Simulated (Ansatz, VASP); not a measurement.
**One calculation of B, two programs**

```
CELL_PARAMETERS angstrom
2.52523 0.00000 0.00000
-1.26262 2.18691 0.00000
0.00000 0.00000 3.83157
ATOMIC_POSITIONS crystal
B 0.00000 0.50000 0.33333
B 0.50000 0.50000 0.66667
B 0.50000 0.00000 0.00000
```

Alike in both runs: functional PBE; k mesh 6 × 6 × 6; occupations gaussian, width 0.1 eV; no spin polarisation.

Ansatz relaxed the structure, and its values are those at the end. VASP's run is a single point on that final structure, the one shown.

```csv
,VASP,Ansatz
version,VASP 6.6.1,Ansatz 0.2.0
potentials or method,"VASP PAW PBE potentials, release 64 (B), cutoff 500 eV","scalar-relativistic, plane waves, PAW"
valence electrons in the cell,9,9
```

```tsv
	VASP	Ansatz	Ansatz less VASP
gap on the k mesh at the Fermi level (eV)	none	none	-
pressure (GPa)	0.0	0.0	-0.06
```

A gap of «none» marks a metal or a gap that the smearing closes. With one functional, cell and mesh, what is left measures potentials, basis and numerics.

The k mesh is coarse, so the values compare programs but aren't converged.
